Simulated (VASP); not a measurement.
A run of VASP 6.6.1 is set up as follows.

File INCAR:

```
PREC     = Accurate       # precision mode
ENCUT    = 520            # plane-wave cutoff, eV
EDIFF    = 1E-6           # SCF threshold, eV
ISMEAR   = 0              # smearing method
SIGMA    = 0.01           # smearing width, eV
LREAL    = False          # projectors in reciprocal space
LASPH    = True           # aspherical terms in the spheres
NELM     = 60             # most SCF steps
ALGO     = Normal         # electronic algorithm
ISIF     = 2              # what is computed and relaxed
LWAVE    = False          # write WAVECAR
LCHARG   = False          # write CHGCAR
GGA      = PS             # functional
NBANDS   = 16             # bands
```

Contents of KPOINTS:

```
Automatic mesh
0
Gamma
  6 6 6
```

Contents of POSCAR:

```
MgO
1.0
    3.5151943645      0.0000000000      0.0000000000
   -1.7575971823      3.0442439415      0.0000000000
    0.0000000000      0.0000000000      4.2125708221
Mg O
2 2
Direct
    0.6666666667      0.3333333333      0.7500000000
    0.3333333333      0.6666666667      0.2500000000
    0.6666666667      0.3333333333      0.2500000000
    0.3333333333      0.6666666667      0.7500000000
```

Potentials or basis: VASP PAW PBE potentials, release 64 (Mg, O).

The run is started by

```sh
$ cat potpaw_PBE.64/Mg/POTCAR potpaw_PBE.64/O/POTCAR > POTCAR
$ mpirun -np 1 vasp_std > vasp.out
```

(1) Predict the band gap on the k mesh.

(2) What does it give for the pressure?

Answers

(1) 3.19 eV, direct.

(2) -2.4 GPa.

Caveat: the PAW data sets were made with another functional, which shifts forces and pressure a little.
